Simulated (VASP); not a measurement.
# Se (P6_3/mmc) in VASP: further runs, part 2 of 2

VASP 6.6.1. Earlier steps stand in the parts before.

## 4. Single point, RPBE

This run uses another cell than the first one, of 23.08 Å³/atom.

INCAR

```
SYSTEM = Se
PREC = Accurate
ENCUT = 520
EDIFF = 1E-6
ISMEAR = -1
SIGMA = 0.1
LREAL = .FALSE.
LASPH = .TRUE.
NELM = 80
ALGO = Normal
ISIF = 2
LWAVE = .FALSE.
LCHARG = .TRUE.
GGA = RP
LELF = .TRUE.
LVHAR = .TRUE.
NBANDS = 13
```

KPOINTS

```
regular mesh
0
G
  12 12 6
  0 0 0
```

POSCAR

```
Se
1.0
    3.7163781840      0.0000000000      0.0000000000
   -1.8581890920      3.2184779174      0.0000000000
    0.0000000000      0.0000000000      3.8594801597
Se
2
Direct
    0.3333333333      0.6666666667      0.2500000000
    0.6666666667      0.3333333333      0.7500000000
```

Potentials or basis: VASP PAW PBE potentials, release 64 (Se).

Run with:

```bash
> cat potpaw_PBE.64/Se/POTCAR > POTCAR
> mpirun -np 1 vasp_std > vasp.out
```

OUTCAR:

```text
SYSTEM = Se
   PREC = Accurate
   ENCUT = 520
   EDIFF = 1E-6
   ISMEAR = -1
   LREAL = .FALSE.
   LASPH = .TRUE.
   NELM = 80
   ISIF = 2
   GGA = RP

 ion  position               nearest neighbor table
   1  0.333  0.667  0.250-
   2  0.667  0.333  0.750-

  LATTYP: Found a hexagonal cell.
 ALAT       =     3.7163781840
 C/A-ratio  =     1.0385057625

  Lattice vectors:

 A1 = (   3.7163781840,   0.0000000000,   0.0000000000)
 A2 = (  -1.8581890920,   3.2184779174,   0.0000000000)
 A3 = (   0.0000000000,   0.0000000000,   3.8594801597)

Analysis of symmetry for initial positions (statically):
=====================================================================
 Subroutine PRICEL returns:
 Original cell was already a primitive cell.

 Routine SETGRP: Setting up the symmetry group for a
 hexagonal supercell.

 Subroutine GETGRP returns: Found 24 space group operations
 (whereof 12 operations were pure point group operations)
 out of a pool of 24 trial point group operations.

The static configuration has the point symmetry D_3d.
 The point group associated with its full space group is D_6h.

Analysis of symmetry for dynamics (positions and initial velocities):
=====================================================================
 Subroutine PRICEL returns:
 Original cell was already a primitive cell.

 Routine SETGRP: Setting up the symmetry group for a
 hexagonal supercell.

 Subroutine GETGRP returns: Found 24 space group operations
 (whereof 12 operations were pure point group operations)
 out of a pool of 24 trial point group operations.

The dynamic configuration has the point symmetry D_3d.
 The point group associated with its full space group is D_6h.

 Subroutine INISYM returns: Found 24 space group operations
 (whereof 12 operations are pure point group operations),
 and found     1 'primitive' translations
[... 119 lines left out ...]
   LORBIT       =      0    0 simple, 1 ext, 2 COOP (PROOUT), +10 PAW based schemes
   GGA     = RP    functional components
   LHFCALC =     F    Hartree Fock is set to
   AEXX    =    0.0000 exact exchange contribution
   IVDW    =     0    specifies the selected vdW correction
   LEPSILON=     F    determine dielectric tensor
   LRPA    =     F    only Hartree local field effects (RPA)
 non-spin polarized calculation
  energy-cutoff  :      520.00
  volume of cell :       46.16
 maximum number of plane-waves:      1256
 NGX is ok and might be reduce to    28
   NGX = 13   NGY = 13   NGZ = 15

 number of electron      12.0000001 magnetization

 Free energy of the ion-electron system (eV)
  ---------------------------------------------------
  ext. energy  EPLUGINS =         0.00000000
  ---------------------------------------------------
  free energy    TOTEN  =        -5.50467087 eV

  energy without entropy =       -5.45797166  energy(sigma->0) =       -5.48132126

 E-fermi :   4.3603     XC(G=0):  -9.7658

 val. band max:        4.3269071944   @ k =   0.4167  -0.0000   0.3333
 cond. band min:       4.3607209128   @ k =   0.1667   0.1667   0.0000
 fundamental gap:      0.0338137183
 Fermi energy:         4.3603176110

 k-point     1 :       0.0000    0.0000    0.0000
  band No.  band energies     occupation
      1     -11.2527      2.00000
      2      -5.8304      2.00000
      3      -0.1188      2.00000
      4       2.1367      2.00000
      5       2.1367      2.00000
      6       5.1732      0.00059
      7       5.1732      0.00059
      8       7.5816      0.00000
      9       8.7862      0.00000
     10      11.6592      0.00000
     11      14.3777      0.00000
     12      14.3777      0.00000
     13      16.0272      0.00000
[... 354 lines left out ...]
  band No.  band energies     occupation
      1      -9.9938      2.00000
      2      -7.2249      2.00000
      3      -0.5995      2.00000
      4       1.1920      2.00000
      5       2.0054      2.00000
      6       3.0781      1.99999
      7       5.7402      0.00000
      8       6.0521      0.00000
      9      10.1734      0.00000
     10      13.2745      0.00000
     11      13.9321      0.00000
     12      14.3243      0.00000
     13      17.4304      0.00000

 [... further k-points ...]

------------------------ aborting loop because EDIFF is reached ----------------------------------------

  FORCE on cell =-STRESS in cart. coord.  units (eV):
  Direction    XX          YY          ZZ          XY          YZ          ZX
  --------------------------------------------------------------------------------------
  -------------------------------------------------------------------------------------
  Total       -0.0047863     -0.0047863     -0.0051128      0.0000000      0.0000000      0.0000000
  in kB       -0.1661174     -0.1661174     -0.1774482      0.0000000      0.0000000      0.0000000
  external PRESSURE =      -0.1698943 kB  Pullay stress =       0.0000000 kB

 VOLUME and BASIS-vectors are now :
 -----------------------------------------------------------------------------
  energy-cutoff  :      520.00
  volume of cell :       46.16
      direct lattice vectors                 reciprocal lattice vectors
     3.716378184  0.000000000  0.000000000     0.269079182  0.155352938  0.000000000
    -1.858189092  3.218477917  0.000000000     0.000000000  0.310705876  0.000000000
     0.000000000  0.000000000  3.859480160     0.000000000  0.000000000  0.259102252

 POSITION                                       TOTAL-FORCE (eV/Angst)
 -----------------------------------------------------------------------------------
     -0.00000      2.14565      0.96487        -0.000000      0.000000      0.000000
      1.85819      1.07283      2.89461         0.000000     -0.000000      0.000000
 -----------------------------------------------------------------------------------
    total drift:                               -0.000000      0.000000      0.000000

  FREE ENERGIE OF THE ION-ELECTRON SYSTEM (eV)
  ---------------------------------------------------
  free  energy   TOTEN  =        -5.5046708675 eV

  energy  without entropy=       -5.4579716614  energy(sigma->0) =       -5.48132126
```

OSZICAR:

```text
N       E                     dE             d eps       ncg     rms          rms(c)
DAV:   1     0.485181910533E+02    0.48518E+02   -0.51792E+03  1976   0.785E+02
DAV:   2    -0.280300595255E+01   -0.51321E+02   -0.49182E+02  2728   0.130E+02
DAV:   3    -0.548240005627E+01   -0.26794E+01   -0.26528E+01  2496   0.319E+01
DAV:   4    -0.549785819596E+01   -0.15458E-01   -0.15457E-01  2301   0.282E+00
DAV:   5    -0.549792456884E+01   -0.66373E-04   -0.66372E-04  2559   0.190E-01    0.456E+00
DAV:   6    -0.550112976444E+01   -0.32052E-02   -0.37140E-03  2241   0.406E-01    0.270E+00
DAV:   7    -0.550453479268E+01   -0.34050E-02   -0.75684E-03  2351   0.589E-01    0.829E-02
DAV:   8    -0.550465260590E+01   -0.11781E-03   -0.33353E-04  2431   0.117E-01    0.124E-02
DAV:   9    -0.550466631518E+01   -0.13709E-04   -0.12944E-05  2482   0.230E-02    0.804E-03
DAV:  10    -0.550467092275E+01   -0.46076E-05   -0.79655E-06  2231   0.178E-02    0.163E-03
DAV:  11    -0.550467086748E+01    0.55273E-07   -0.16822E-07  1738   0.251E-03
   1 F= -.55046709E+01 E0= -.54813213E+01  d E =-.466992E-01
```

Run time: 13 s. Hardware: 1 thread of Intel Xeon 6975P-C (Granite Rapids), shared host; peak memory 0.18 GiB.

What came out:

| Quantity | Value |
| --- | --- |
| Free energy | -5.5047 eV |
| Pressure | 0.0 GPa |
| Band gap on the k mesh | zero (bands 6 and 7 overlap by 2.29 eV) |

Caveat: the PAW data sets were made with another functional, which shifts forces and pressure a little.

## 5. Single point, RPBE (23.08 Å³/atom)

This run uses another cell than the first one, of 23.08 Å³/atom.

INCAR

```
SYSTEM = Se
PREC = Accurate ; ENCUT = 520
EDIFF = 1E-6 ; ISMEAR = -1
SIGMA = 0.1 ; LREAL = .False.
LASPH = .True. ; NELM = 100
ALGO = Normal ; ISIF = 2
LWAVE = .False. ; LCHARG = .False.
GGA = RP ; NBANDS = 13
```

KPOINTS

```
Automatic mesh
0
Gamma
  11 11 9
  0 0 0
```

POSCAR is that of step 4.

Potentials or basis: VASP PAW PBE potentials, release 64 (Se).

Run with:

```bash
> cat potpaw_PBE.64/Se/POTCAR > POTCAR
> mpirun -np 1 vasp_std > vasp.out
```

OUTCAR:

```text
SYSTEM = Se
   PREC = Accurate
   ENCUT = 520
   EDIFF = 1E-6
   ISMEAR = -1
   LREAL = .False.
   LASPH = .True.
   NELM = 100
   ISIF = 2
   GGA = RP

 ion  position               nearest neighbor table
   1  0.333  0.667  0.250-
   2  0.667  0.333  0.750-

  LATTYP: Found a hexagonal cell.
 ALAT       =     3.7163781840
 C/A-ratio  =     1.0385057625

  Lattice vectors:

 A1 = (   3.7163781840,   0.0000000000,   0.0000000000)
 A2 = (  -1.8581890920,   3.2184779174,   0.0000000000)
 A3 = (   0.0000000000,   0.0000000000,   3.8594801597)

Analysis of symmetry for initial positions (statically):
=====================================================================
 Subroutine PRICEL returns:
 Original cell was already a primitive cell.

 Routine SETGRP: Setting up the symmetry group for a
 hexagonal supercell.

 Subroutine GETGRP returns: Found 24 space group operations
 (whereof 12 operations were pure point group operations)
 out of a pool of 24 trial point group operations.

The static configuration has the point symmetry D_3d.
 The point group associated with its full space group is D_6h.

Analysis of symmetry for dynamics (positions and initial velocities):
=====================================================================
 Subroutine PRICEL returns:
 Original cell was already a primitive cell.

 Routine SETGRP: Setting up the symmetry group for a
 hexagonal supercell.

 Subroutine GETGRP returns: Found 24 space group operations
 (whereof 12 operations were pure point group operations)
 out of a pool of 24 trial point group operations.

The dynamic configuration has the point symmetry D_3d.
 The point group associated with its full space group is D_6h.

 Subroutine INISYM returns: Found 24 space group operations
 (whereof 12 operations are pure point group operations),
 and found     1 'primitive' translations
[... 119 lines left out ...]
   LORBIT       =      0    0 simple, 1 ext, 2 COOP (PROOUT), +10 PAW based schemes
   GGA     = RP    functional components
   LHFCALC =     F    Hartree Fock is set to
   AEXX    =    0.0000 exact exchange contribution
   IVDW    =     0    specifies the selected vdW correction
   LEPSILON=     F    determine dielectric tensor
   LRPA    =     F    only Hartree local field effects (RPA)
 non-spin polarized calculation
  energy-cutoff  :      520.00
  volume of cell :       46.16
 maximum number of plane-waves:      1256
 NGX is ok and might be reduce to    28
   NGX = 13   NGY = 13   NGZ = 15

 number of electron      12.0000001 magnetization

 Free energy of the ion-electron system (eV)
  ---------------------------------------------------
  ext. energy  EPLUGINS =         0.00000000
  ---------------------------------------------------
  free energy    TOTEN  =        -5.51582178 eV

  energy without entropy =       -5.47310945  energy(sigma->0) =       -5.49446561

 E-fermi :   4.3874     XC(G=0):  -9.7665

 val. band max:        4.3857461286   @ k =   0.0909   0.0000   0.2222
 cond. band min:       4.3919142810   @ k =   0.2727   0.1818   0.0000
 fundamental gap:      0.0061681525
 Fermi energy:         4.3873711807

 k-point     1 :       0.0000    0.0000    0.0000
  band No.  band energies     occupation
      1     -11.2540      2.00000
      2      -5.8319      2.00000
      3      -0.1205      2.00000
      4       2.1355      2.00000
      5       2.1355      2.00000
      6       5.1725      0.00078
      7       5.1725      0.00078
      8       7.5794      0.00000
      9       8.7855      0.00000
     10      11.6580      0.00000
     11      14.3775      0.00000
     12      14.3775      0.00000
     13      16.0257      0.00000
[... 354 lines left out ...]
  band No.  band energies     occupation
      1     -10.5800      2.00000
      2      -6.6504      2.00000
      3      -0.0332      2.00000
      4       1.0669      2.00000
      5       2.1333      2.00000
      6       3.9412      1.97717
      7       5.6906      0.00000
      8       6.2322      0.00000
      9      10.5238      0.00000
     10      11.8838      0.00000
     11      13.6944      0.00000
     12      15.0856      0.00000
     13      15.9181      0.00000

 [... further k-points ...]

------------------------ aborting loop because EDIFF is reached ----------------------------------------

  FORCE on cell =-STRESS in cart. coord.  units (eV):
  Direction    XX          YY          ZZ          XY          YZ          ZX
  --------------------------------------------------------------------------------------
  -------------------------------------------------------------------------------------
  Total        0.0356922      0.0356922     -0.1794282     -0.0000000      0.0000000      0.0000000
  in kB        1.2387534      1.2387534     -6.2273324     -0.0000000      0.0000000      0.0000000
  external PRESSURE =      -1.2499419 kB  Pullay stress =       0.0000000 kB

 VOLUME and BASIS-vectors are now :
 -----------------------------------------------------------------------------
  energy-cutoff  :      520.00
  volume of cell :       46.16
      direct lattice vectors                 reciprocal lattice vectors
     3.716378184  0.000000000  0.000000000     0.269079182  0.155352938  0.000000000
    -1.858189092  3.218477917  0.000000000     0.000000000  0.310705876  0.000000000
     0.000000000  0.000000000  3.859480160     0.000000000  0.000000000  0.259102252

 POSITION                                       TOTAL-FORCE (eV/Angst)
 -----------------------------------------------------------------------------------
     -0.00000      2.14565      0.96487        -0.000000      0.000000      0.000000
      1.85819      1.07283      2.89461         0.000000     -0.000000      0.000000
 -----------------------------------------------------------------------------------
    total drift:                               -0.000000      0.000000      0.000000

  FREE ENERGIE OF THE ION-ELECTRON SYSTEM (eV)
  ---------------------------------------------------
  free  energy   TOTEN  =        -5.5158217789 eV

  energy  without entropy=       -5.4731094508  energy(sigma->0) =       -5.49446561
```

OSZICAR:

```text
N       E                     dE             d eps       ncg     rms          rms(c)
DAV:   1     0.508246239867E+02    0.50825E+02   -0.52193E+03  2080   0.790E+02
DAV:   2    -0.279533904073E+01   -0.53620E+02   -0.51214E+02  2901   0.132E+02
DAV:   3    -0.549376274629E+01   -0.26984E+01   -0.26787E+01  2640   0.321E+01
DAV:   4    -0.550907451556E+01   -0.15312E-01   -0.15309E-01  2385   0.285E+00
DAV:   5    -0.550914477248E+01   -0.70257E-04   -0.70253E-04  2673   0.195E-01    0.454E+00
DAV:   6    -0.551228312505E+01   -0.31384E-02   -0.38208E-03  2470   0.409E-01    0.269E+00
DAV:   7    -0.551569080028E+01   -0.34077E-02   -0.76865E-03  2425   0.591E-01    0.836E-02
DAV:   8    -0.551580370945E+01   -0.11291E-03   -0.33611E-04  2650   0.117E-01    0.127E-02
DAV:   9    -0.551581736813E+01   -0.13659E-04   -0.13166E-05  2533   0.232E-02    0.802E-03
DAV:  10    -0.551582180767E+01   -0.44395E-05   -0.74253E-06  2440   0.172E-02    0.146E-03
DAV:  11    -0.551582177885E+01    0.28818E-07   -0.16581E-07  1745   0.251E-03
   1 F= -.55158218E+01 E0= -.54944656E+01  d E =-.427123E-01
```

stdout:

```text
POSCAR found type information on POSCAR Se
 POSCAR found :  1 types and       2 ions
 scaLAPACK will be used
 -----------------------------------------------------------------------------
|                                                                             |
|                                                                             |
|     You enforced a specific xc type in the INCAR file but a different       |
|     I HOPE YOU KNOW WHAT YOU ARE DOING!                                     |
|                                                                             |
 -----------------------------------------------------------------------------

 LDA part: xc-table for (Slater+PW92), standard interpolation
 POSCAR, INCAR and KPOINTS ok, starting setup
 FFT: planning ... GRIDC
 FFT: planning ... GRID_SOFT
 FFT: planning ... GRID
 WAVECAR not read
 entering main loop
```

It took 13 s on 1 thread of Intel Xeon 6975P-C (Granite Rapids), shared host; peak memory 0.17 GiB.

Results:

```yaml
Free_energy: -5.5158 eV
Pressure: -0.1 GPa
Band_gap_on_the_k_mesh: zero (bands 6 and 7 overlap by 1.97 eV)
```

Levels at points of the mesh, in eV from the Fermi level:
```
           k point  band 4  band 5  band 6  band 7  band 8  band 9
(0.00, 0.00, 0.00)   -2.25   -2.25    0.79    0.79    3.19    4.40
```

Caveat: the PAW data sets were made with another functional, which shifts forces and pressure a little.

## 6. Overview

| cell | k mesh | gap on the mesh (eV) | pressure (GPa) |
| --- | --- | --- | --- |
| a = 3.561, b = 3.561, c = 3.698 Å, angles 90.0, 90.0, 120.0°, 2 atoms | 11 × 11 × 9 | none | 9.9 |
| a = 3.615, b = 3.615, c = 3.754 Å, angles 90.0, 90.0, 120.0°, 2 atoms | 11 × 11 × 9 | none | 5.8 |
| a = 3.716, b = 3.716, c = 3.859 Å, angles 90.0, 90.0, 120.0°, 2 atoms | 12 × 12 × 6 | none | 0.0 |
| a = 3.716, b = 3.716, c = 3.859 Å, angles 90.0, 90.0, 120.0°, 2 atoms | 11 × 11 × 9 | none | -0.1 |

Alike in all rows: task single point; level RPBE; potentials or basis VASP PAW PBE potentials, release 64 (Se); no spin polarisation; cutoff (eV) 520; smearing fermi-dirac 0.1 eV.

Caveats: the PAW data sets were made with another functional, which shifts forces and pressure a little; the cell stands under pressure (at least some runs).

Absolute energies hang on the potentials; compare differences alone.

The gap in the log of VASP goes by the Fermi energy; the results here count the filled bands.